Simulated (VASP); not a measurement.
Runs of VASP 6.6.1 on InAs. The structure is that of space group F-43m (No. 216), or close to it. The cells are those of the table. 

```csv
task,cell,k mesh,cutoff (eV),gap on the mesh (eV),pressure (GPa),relaxed volume (Å³/atom)
relaxation of cell and atoms,"relaxed from a = 4.277 Å, angles 60.0°, 2 atoms",16 × 16 × 16,600,none,0.0,29.62
single point,"a = 4.375 Å, angles 60.0°, 2 atoms",16 × 16 × 16,520,none,0.0,-
relaxation of cell and atoms,"relaxed from a = 4.375 Å, angles 60.0°, 2 atoms",16 × 16 × 16,600,none,0.0,(a)
single point,"a = 4.277 Å, angles 60.0°, 2 atoms",6 × 6 × 6,520,none,4.0,-
```

Alike in all rows: level PBE; potentials or basis VASP PAW PBE potentials, release 64 (In_d, As); no spin polarisation; smearing gaussian 0.1 eV.

Q: Estimate the missing entries.

A: (a) 29.65.

Caveats: spin-orbit coupling is left out, which moves the levels of the heavy elements.

A k mesh can miss the band edges, and the runs leave out spin-orbit coupling on As, In.

A gap of «none» marks levels without a gap at the run's occupations.
